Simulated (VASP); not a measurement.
# Ca2GeSb2 (P-3m1) in VASP: further runs

The runs below take Ca2GeSb2 through single point, relaxation of cell and atoms, with PBEsol.

Everything below comes from runs of VASP 6.6.1. Logs are shortened: lines on timing, memory, paths and dates and some standing lists are left out, and cuts for length are marked.

**1. The cell of the first run**

Symmetry: P-3m1, No. 164, trigonal system. The conventional cell has a = 5.199 Å, b = 5.199 Å, c = 6.386 Å, α = 90.00°, β = 90.00°, γ = 120.00°. Ca (site symmetry 3m) has 5 Sb at 3.03 to 3.20 Å and 3 Ge at 3.50 Å and 3 Ca at 4.10 Å within 4.1 Å. Ge (site symmetry -3m) has 6 Sb at 3.31 Å and 6 Ca at 3.50 Å within 4.4 Å. Within 4.2 Å of Sb (site symmetry 3m) lie 5 Ca at 3.03 to 3.20 Å and 3 Ge at 3.31 Å and 3 Sb at 4.11 Å.

**2. Single point, PBEsol**

INCAR

```
SYSTEM = Ca2GeSb2
PREC = Accurate ; ENCUT = 520
EDIFF = 1E-6 ; ISMEAR = -1
SIGMA = 0.03 ; LREAL = .FALSE.
LASPH = .TRUE. ; NELM = 60
ALGO = Normal ; ISIF = 2
LWAVE = .FALSE. ; LCHARG = .FALSE.
GGA = PS ; NBANDS = 30
```

KPOINTS

```
Automatic mesh
0
G
  6 6 4
  0 0 0
```

POSCAR

```
Ca2GeSb2
1.0
    5.1992500699     -0.0000000032      0.0000000000
   -2.5996250322      4.5026826428      0.0000000000
    0.0000000000      0.0000000000      6.3859303350
Ca Ge Sb
2 1 2
Direct
    0.6666666667      0.3333333333      0.2813551581
    0.3333333333      0.6666666667      0.7186448419
    0.0000000000      0.0000000000      0.0000000000
    0.6666666667      0.3333333333      0.7807074504
    0.3333333333      0.6666666667      0.2192925496
```

Potentials or basis: VASP PAW PBE potentials, release 64 (Ca_sv, Ge_d, Sb).

Launch:

```sh
> cat potpaw_PBE.64/Ca_sv/POTCAR potpaw_PBE.64/Ge_d/POTCAR potpaw_PBE.64/Sb/POTCAR > POTCAR
> mpirun -np 1 vasp_std > vasp.out
```

OUTCAR:

```text
SYSTEM = Ca2GeSb2
   PREC = Accurate
   ENCUT = 520
   EDIFF = 1E-6
   ISMEAR = -1
   LREAL = .FALSE.
   LASPH = .TRUE.
   NELM = 60
   ISIF = 2
   GGA = PS

 ion  position               nearest neighbor table
   1  0.667  0.333  0.281-   5 3.03   5 3.03   5 3.03   4 3.19   4 3.20
   2  0.333  0.667  0.719-   4 3.03   4 3.03   4 3.03   5 3.19   5 3.20
   3  0.000  0.000  0.000-   4 3.31   5 3.31   4 3.31   5 3.31   4 3.31   5 3.31
   4  0.667  0.333  0.781-   2 3.03   2 3.03   2 3.03   1 3.19   1 3.20   3 3.31   3 3.31   3 3.31

   5  0.333  0.667  0.219-   1 3.03   1 3.03   1 3.03   2 3.19   2 3.20   3 3.31   3 3.31   3 3.31

  LATTYP: Found a hexagonal cell.
 ALAT       =     5.1992500699
 C/A-ratio  =     1.2282406595

  Lattice vectors:

 A1 = (   5.1992500699,  -0.0000000032,   0.0000000000)
 A2 = (  -2.5996250322,   4.5026826428,   0.0000000000)
 A3 = (   0.0000000000,   0.0000000000,   6.3859303350)

Analysis of symmetry for initial positions (statically):
=====================================================================
 Subroutine PRICEL returns:
 Original cell was already a primitive cell.

 Routine SETGRP: Setting up the symmetry group for a
 hexagonal supercell.

 Subroutine GETGRP returns: Found 12 space group operations
 (whereof 12 operations were pure point group operations)
 out of a pool of 24 trial point group operations.

The static configuration has the point symmetry D_3d.

Analysis of symmetry for dynamics (positions and initial velocities):
=====================================================================
 Subroutine PRICEL returns:
 Original cell was already a primitive cell.

 Routine SETGRP: Setting up the symmetry group for a
 hexagonal supercell.

 Subroutine GETGRP returns: Found 12 space group operations
 (whereof 12 operations were pure point group operations)
 out of a pool of 24 trial point group operations.

The dynamic configuration has the point symmetry D_3d.

 Subroutine INISYM returns: Found 12 space group operations
 (whereof 12 operations are pure point group operations),
 and found     1 'primitive' translations

----------------------------------------------------------------------------------------

                                     Primitive cell

  volume of cell :     149.4983

  direct lattice vectors                    reciprocal lattice vectors
     5.199250070 -0.000000003  0.000000000     0.192335430  0.111044912  0.000000000
    -2.599625032  4.502682643  0.000000000     0.000000000  0.222089825  0.000000000
     0.000000000  0.000000000  6.385930335     0.000000000  0.000000000  0.156594254

  length of vectors
     5.199250070  5.199250070  6.385930335     0.222089825  0.222089825  0.156594254

  position of ions in fractional coordinates (direct lattice)
     0.666666667  0.333333333  0.281355158
     0.333333333  0.666666667  0.718644842
     0.000000000  0.000000000  0.000000000
     0.666666667  0.333333333  0.780707450
     0.333333333  0.666666667  0.219292550

  ion indices of the primitive-cell ions
   primitive index   ion index
                 1           1
                 2           2
                 3           3
                 4           4
                 5           5

----------------------------------------------------------------------------------------

 KPOINTS: Automatic mesh

Automatic generation of k-mesh.
 Grid dimensions read from file:
 generate k-points for:    6    6    4

 Generating k-lattice:

  Cartesian coordinates                     Fractional coordinates (reciprocal lattice)
     0.032055905  0.018507485  0.000000000     0.166666667  0.000000000  0.000000000
     0.000000000  0.037014971  0.000000000     0.000000000  0.166666667  0.000000000
     0.000000000  0.000000000  0.039148564     0.000000000  0.000000000  0.250000000

  Length of vectors
     0.037014971  0.037014971  0.039148564

  Shift w.r.t. Gamma in fractional coordinates (k-lattice)
     0.000000000  0.000000000  0.000000000

 Subroutine IBZKPT returns following result:
 ===========================================

 Found     24 irreducible k-points:

 Following reciprocal coordinates:
            Coordinates               Weight
  0.000000  0.000000  0.000000      1.000000
  0.166667  0.000000  0.000000      6.000000
  0.333333  0.000000  0.000000      6.000000
  0.500000 -0.000000  0.000000      3.000000
  0.166667  0.166667  0.000000      6.000000
  0.333333  0.166667  0.000000     12.000000
[... 16 lines left out ...]
  0.333333  0.166667  0.500000     12.000000
  0.333333  0.333333  0.500000      2.000000
   k-points           NKPTS =     24   k-points in BZ     NKDIM =     24   number of bands    NBANDS=     30
   number of dos      NEDOS =    301   number of ions     NIONS =      5
   total plane-waves  NPLWV =  76800
   dimension x,y,z NGX =    40 NGY =   40 NGZ =   48
   dimension x,y,z NGXF=    80 NGYF=   80 NGZF=   96
   ions per type =               2   1   2
   NGX,Y,Z   is equivalent  to a cutoff of  12.79, 12.79, 12.50 a.u.
   NGXF,Y,Z  is equivalent  to a cutoff of  25.58, 25.58, 24.99 a.u.
 SYSTEM =  Ca2GeSb2
   PREC   = accura    normal or accurate (medium, high low for compatibility)
   ISTART =      0    job   : 0-new  1-cont  2-samecut
   ICHARG =      2    charge: 1-file 2-atom 10-const
   ISPIN  =      1    spin polarized calculation?
   LNONCOLLINEAR =      F non collinear calculations
   LSORBIT =      F    spin-orbit coupling
   LASPH  =      T    aspherical Exc in radial PAW
   ENCUT  =  520.0 eV  38.22 Ry    6.18 a.u.   9.67  9.67 11.87*2*pi/ulx,y,z
   NELM   =     60;   NELMIN=  2; NELMDL= -5     # of ELM steps
   EDIFF  = 0.1E-05   stopping-criterion for ELM
   LREAL  =      F    real-space projection
   EDIFFG = 0.1E-04   stopping-criterion for IOM
   NSW    =      0    number of steps for IOM
   IBRION =     -1    ionic relax: 0-MD 1-quasi-New 2-CG
   NFREE  =      0    steps in history (QN), initial steepest desc. (CG)
   ISIF   =      2    stress and relaxation
   ISYM   =      2    0-nonsym 1-usesym 2-fastsym
   POTIM  = 0.5000    time-step for ionic-motion
   TEBEG  =    0.0;   TEEND  =   0.0 temperature during run
   PSTRESS=    0.0 pullay stress
   NELECT =      44.0000    total number of electrons
   NUPDOWN=      -1.0000    fix difference up-down
   EMIN   =  10.00;   EMAX   =-10.00  energy-range for DOS
   EFERMI =   0.00;   METHOD = LEGACY
   ISMEAR =    -1;   SIGMA  =   0.03  broadening in eV -4-tet -1-fermi 0-gaus
   EFERMI_NEDOS =   21; number of points for ismear=-14 and -15
   IALGO  =     38    algorithm
   IMIX   =      4    mixing-type and parameters
     AMIX     =   0.40;   BMIX     =  1.00
     AMIX_MAG =   1.60;   BMIX_MAG =  1.00
  volume/ion in A,a.u.               =      29.90       201.77
  Fermi-wavevector in a.u.,A,eV,Ry     =   1.088964  2.057844 16.134377  1.185843
  Thomas-Fermi vector in A             =   2.225157
   LORBIT       =      0    0 simple, 1 ext, 2 COOP (PROOUT), +10 PAW based schemes
   GGA     = PS    functional components
   LHFCALC =     F    Hartree Fock is set to
   AEXX    =    0.0000 exact exchange contribution
   IVDW    =     0    specifies the selected vdW correction
   LEPSILON=     F    determine dielectric tensor
   LRPA    =     F    only Hartree local field effects (RPA)
 non-spin polarized calculation
  energy-cutoff  :      520.00
  volume of cell :      149.50
 maximum number of plane-waves:      4055
 NGX is ok and might be reduce to    40
   NGX = 19   NGY = 19   NGZ = 23

 number of electron      43.9999990 magnetization

 Free energy of the ion-electron system (eV)
  ---------------------------------------------------
  ext. energy  EPLUGINS =         0.00000000
  ---------------------------------------------------
  free energy    TOTEN  =       -20.73508717 eV

  energy without entropy =      -20.73314095  energy(sigma->0) =      -20.73411406

 E-fermi :   4.3124     XC(G=0):  -9.1864

 val. band max:        4.3100626338   @ k =   0.1667   0.0000   0.0000
 cond. band min:       4.6233213815   @ k =   0.1667   0.0000   0.2500
 fundamental gap:      0.3132587477
 Fermi energy:         4.3124062629

 k-point     1 :       0.0000    0.0000    0.0000
  band No.  band energies     occupation
      1     -36.4024      2.00000
      2     -36.3971      2.00000
      3     -20.5420      2.00000
      4     -20.5420      2.00000
      5     -20.5257      2.00000
      6     -20.5257      2.00000
[... 22 lines left out ...]
     29       8.1656      0.00000
     30       8.6434      0.00000

 k-point     2 :       0.1667    0.0000    0.0000
  band No.  band energies     occupation
      1     -36.4020      2.00000
      2     -36.3973      2.00000
      3     -20.5420      2.00000
      4     -20.5419      2.00000
      5     -20.5257      2.00000
      6     -20.5257      2.00000
[... 22 lines left out ...]
     29       7.7256      0.00000
     30       8.2838      0.00000

 k-point     3 :       0.3333    0.0000    0.0000
  band No.  band energies     occupation
      1     -36.4010      2.00000
      2     -36.3979      2.00000
      3     -20.5420      2.00000
      4     -20.5418      2.00000
      5     -20.5258      2.00000
      6     -20.5258      2.00000
[... 22 lines left out ...]
     29       7.6534      0.00000
     30       8.0259      0.00000

 k-point     4 :       0.5000   -0.0000    0.0000
  band No.  band energies     occupation
      1     -36.4003      2.00000
      2     -36.3985      2.00000
      3     -20.5420      2.00000
      4     -20.5417      2.00000
      5     -20.5259      2.00000
      6     -20.5258      2.00000
[... 616 lines left out ...]
     29       7.6388      0.00000
     30       8.4516      0.00000

 k-point    23 :       0.3333    0.1667    0.5000
  band No.  band energies     occupation
      1     -36.4000      2.00000
      2     -36.3989      2.00000
      3     -20.5419      2.00000
      4     -20.5417      2.00000
      5     -20.5258      2.00000
      6     -20.5258      2.00000
[... 22 lines left out ...]
     29       8.0996      0.00000
     30       8.3710      0.00000

 k-point    24 :       0.3333    0.3333    0.5000
  band No.  band energies     occupation
      1     -36.3994      2.00000
      2     -36.3994      2.00000
      3     -20.5418      2.00000
      4     -20.5418      2.00000
      5     -20.5258      2.00000
      6     -20.5258      2.00000
[... 22 lines left out ...]
     29       7.8965      0.00000
     30       8.5015      0.00000

------------------------ aborting loop because EDIFF is reached ----------------------------------------

  FORCE on cell =-STRESS in cart. coord.  units (eV):
  Direction    XX          YY          ZZ          XY          YZ          ZX
  --------------------------------------------------------------------------------------
  -------------------------------------------------------------------------------------
  Total        0.1208563      0.1208563      0.0975354     -0.0000000      0.0000000     -0.0000000
  in kB        1.2952209      1.2952209      1.0452898     -0.0000000      0.0000000     -0.0000000
  external PRESSURE =       1.2119105 kB  Pullay stress =       0.0000000 kB

 VOLUME and BASIS-vectors are now :
 -----------------------------------------------------------------------------
  energy-cutoff  :      520.00
  volume of cell :      149.50
      direct lattice vectors                 reciprocal lattice vectors
     5.199250070 -0.000000003  0.000000000     0.192335430  0.111044912  0.000000000
    -2.599625032  4.502682643  0.000000000     0.000000000  0.222089825  0.000000000
     0.000000000  0.000000000  6.385930335     0.000000000  0.000000000  0.156594254

 POSITION                                       TOTAL-FORCE (eV/Angst)
 -----------------------------------------------------------------------------------
      2.59963      1.50089      1.79671         0.000000     -0.000000      0.001908
      0.00000      3.00179      4.58922        -0.000000      0.000000     -0.001908
      0.00000      0.00000      0.00000         0.000000      0.000000      0.000000
      2.59963      1.50089      4.98554         0.000000      0.000000      0.004204
      0.00000      3.00179      1.40039         0.000000      0.000000     -0.004204
 -----------------------------------------------------------------------------------
    total drift:                                0.000000      0.000000     -0.000000

  FREE ENERGIE OF THE ION-ELECTRON SYSTEM (eV)
  ---------------------------------------------------
  free  energy   TOTEN  =       -20.7350871726 eV

  energy  without entropy=      -20.7331409539  energy(sigma->0) =      -20.73411406
```

Wall time 2.3 min (1 thread of Intel Xeon 8259CL, shared host); peak memory 0.33 GiB.

What came out:

```yaml
Free_energy: -20.7351 eV
Pressure: 0.1 GPa
Largest_force: 0.004 eV/Å
Band_gap_on_the_k_mesh: zero (bands 22 and 23 overlap by 0.10 eV)
```

Forces on the atoms (eV/Å):
```
Ca   0.000  0.000  0.002
Ca   0.000  0.000 -0.002
Ge   0.000  0.000  0.000
Sb   0.000  0.000  0.004
Sb   0.000  0.000 -0.004
```

Levels at points of the mesh, in eV from the Fermi level:
```
           k point  band 20  band 21  band 22  band 23  band 24  band 25
(0.00, 0.00, 0.00)    -1.75    -1.75    -0.20     0.58     1.12     1.12
(0.50, 0.00, 0.00)    -1.48    -1.00    -0.37     0.64     0.87     2.18
(0.00, 0.00, 0.50)    -1.75    -1.72    -1.61    -0.11     1.00     1.00
(0.50, 0.00, 0.50)    -1.87    -0.95    -0.23     0.95     1.68     1.90
```

Caveat: the PAW data sets were made with another functional, which shifts forces and pressure a little; spin-orbit coupling is left out, which moves the levels of the heavy elements.

**3. Relaxation of cell and atoms, PBEsol**

This run uses another cell than the first one, of 30.20 Å³/atom.

INCAR

```
PREC     = Accurate       # precision mode
ENCUT    = 600            # plane-wave cutoff, eV
EDIFF    = 1E-6           # SCF threshold, eV
ISMEAR   = -1             # smearing method
SIGMA    = 0.03           # smearing width, eV
LREAL    = False          # projectors in reciprocal space
LASPH    = True           # aspherical terms in the spheres
NELM     = 60             # most SCF steps
ALGO     = Normal         # electronic algorithm
ISIF     = 3              # what is computed and relaxed
LWAVE    = False          # write WAVECAR
LCHARG   = False          # write CHGCAR
GGA      = PS             # functional
IBRION   = 2              # ionic algorithm
NSW      = 100            # ionic steps
EDIFFG   = -0.01          # ionic threshold
```

KPOINTS

```
regular mesh
0
Gamma
  6 6 4
```

POSCAR

```
Ca2GeSb2
1.0
    4.7207168500      0.0000000000      0.0000000000
   -2.3603584200      4.0882607100      0.0000000000
    0.0000000000      0.0000000000      7.8246142600
Ca Ge Sb
2 1 2
Direct
    0.6666666700      0.3333333300      0.3835732800
    0.3333333300      0.6666666700      0.6164267200
    0.0000000000      0.0000000000      0.0000000000
    0.6666666700      0.3333333300      0.7768952300
    0.3333333300      0.6666666700      0.2231047700
```

Potentials or basis: VASP PAW PBE potentials, release 64 (Ca_sv, Ge_d, Sb).

Launch:

```sh
> cat potpaw_PBE.64/Ca_sv/POTCAR potpaw_PBE.64/Ge_d/POTCAR potpaw_PBE.64/Sb/POTCAR > POTCAR
> mpirun -np 1 vasp_std > vasp.out
```

Wall time 66 min (1 thread of Intel Xeon 8259CL, shared host); peak memory 0.42 GiB.

The run converged. Its results:

```
Free energy                           : -20.7346 eV
Relaxed volume                        : 29.98 Å³/atom
Relaxed cell                          : a = 5.202 Å, b = 5.202 Å, c = 6.396 Å, α = 90.00°, β = 90.00°, γ = 120.00°
Space group after relaxing (to 0.1 Å) : P-3m1 (No. 164)
Energy gained by relaxing             : 221.4 meV/atom
Ionic steps                           : 32
Pressure after relaxing               : 0.0 GPa
Largest force after relaxing          : 0.010 eV/Å
Band gap on the k mesh                : zero (bands 22 and 23 overlap by 0.10 eV)
```

Forces in eV/Å, atoms in the order of the input:
```
Ca   0.000  0.000  0.000
Ca   0.000  0.000  0.000
Ge   0.000  0.000  0.000
Sb   0.000  0.000 -0.010
Sb   0.000  0.000  0.010
```

The path:
```csv
step,energy change (eV),largest force (eV/Å),pressure (GPa),volume (Å³)
1,0.0000,1.1222,1.54,151.01
2,-0.2031,0.9223,-0.37,157.41
3,-0.2945,0.6867,-2.82,168.06
4,-0.4285,0.5818,-2.49,165.40
5,-0.7349,0.3593,-1.34,157.29
6,-0.7939,1.0481,3.73,140.35
7,-0.8669,0.3380,-0.41,152.07
8,-0.9612,0.3845,1.00,146.27
9,-0.9619,0.4207,1.19,145.69
10,-1.0049,0.5206,0.31,148.77
11,-1.0051,0.5122,0.35,148.58
12,-1.0325,0.3782,-0.18,150.19
13,-1.0469,0.2104,-0.94,152.84
14,-1.0633,0.2432,-0.49,151.01
15,-1.0685,0.2872,0.11,148.99
16,-1.0686,0.2808,0.04,149.26
17,-1.0751,0.2407,0.08,149.14
18,-1.0891,0.1202,0.24,148.78
19,-1.0920,0.1979,0.61,148.08
20,-1.0949,0.1338,0.45,148.37
21,-1.1001,0.1328,0.04,149.83
22,-1.1008,0.1323,-0.21,150.72
23,-1.1031,0.1040,-0.17,150.50
24,-1.1057,0.0251,-0.05,149.91
25,-1.1068,0.0201,0.11,149.49
26,-1.1068,0.0201,0.12,149.47
27,-1.1070,0.0150,-0.04,150.10
28,-1.1070,0.0165,-0.01,149.93
29,-1.1071,0.0116,-0.01,149.94
30,-1.1071,0.0121,-0.01,149.96
31,-1.1071,0.0102,-0.01,149.96
32,-1.1071,0.0099,0.03,149.91
```

Final structure:
```
Ca Ge Sb
1.0
     5.20224    0.00000    0.00000
    -2.60112    4.50527    0.00000
     0.00000    0.00000    6.39626
Ca Ge Sb
2 1 2
Direct
  0.66667 0.33333 0.28225
  0.33333 0.66667 0.71775
  0.00000 0.00000 0.00000
  0.66667 0.33333 0.78184
  0.33333 0.66667 0.21816
```

Levels at points of the mesh, in eV from the Fermi level:
| k point | band 18 | band 19 | band 20 | band 21 | band 22 | band 23 | band 24 | band 25 | band 26 |
| --- | --- | --- | --- | --- | --- | --- | --- | --- | --- |
| (0.00, 0.00, 0.00) | -2.16 | -2.16 | -1.76 | -1.76 | -0.21 | 0.57 | 1.11 | 1.11 | 1.97 |
| (0.50, 0.00, 0.00) | -2.92 | -2.16 | -1.48 | -1.01 | -0.37 | 0.64 | 0.89 | 2.17 | 2.51 |
| (0.00, 0.00, 0.50) | -2.23 | -1.76 | -1.76 | -1.73 | -1.62 | -0.10 | 1.00 | 1.00 | 2.70 |
| (0.50, 0.00, 0.50) | -2.93 | -2.38 | -1.87 | -0.94 | -0.23 | 0.95 | 1.69 | 1.89 | 2.93 |

Caveat: a cell axis changed by over 15 % at a fixed basis, so the end point is rough; the PAW data sets were made with another functional, which shifts forces and pressure a little; spin-orbit coupling is left out, which moves the levels of the heavy elements.
